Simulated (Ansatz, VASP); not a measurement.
Two plane-wave programs on Pd

```xyz
1
Lattice="2.6783 0.0000 0.0000 0.0000 2.6783 0.0000 0.0000 0.0000 2.6783" Properties=species:S:1:pos:R:3 pbc="T T T"
Pd    0.0000    0.0000    0.0000
```

Alike in both runs: task single point; functional RPBE; k mesh 13 × 13 × 13; occupations fermi-dirac, width 0.05 eV; collinear spin.

|  | VASP | Ansatz |
| --- | --- | --- |
| version | VASP 6.6.1 | Ansatz 0.2.0 |
| potentials or method | VASP PAW PBE potentials, release 64 (Pd), cutoff 520 eV | plane waves (420 eV) with PAW, scalar-relativistic |
| valence electrons in the cell | 10 | 18 |

Ansatz gave:

```
pressure (GPa)           : -3.8
net moment per atom (μB) : 0.00
```

Question: Estimate VASP's values.

Answer: Pressure (GPa): -4.0; net moment per atom (μB): 0.00.

VASP's potentials were made for PBE, not for RPBE. The functional is the same, so the differences come from potentials, cutoffs and numerics. VASP's potentials hold 10 valence electrons a cell and Ansatz's 18, so a difference there can come from the potentials and not from the codes. Ansatz's warnings: seeded moment not kept.
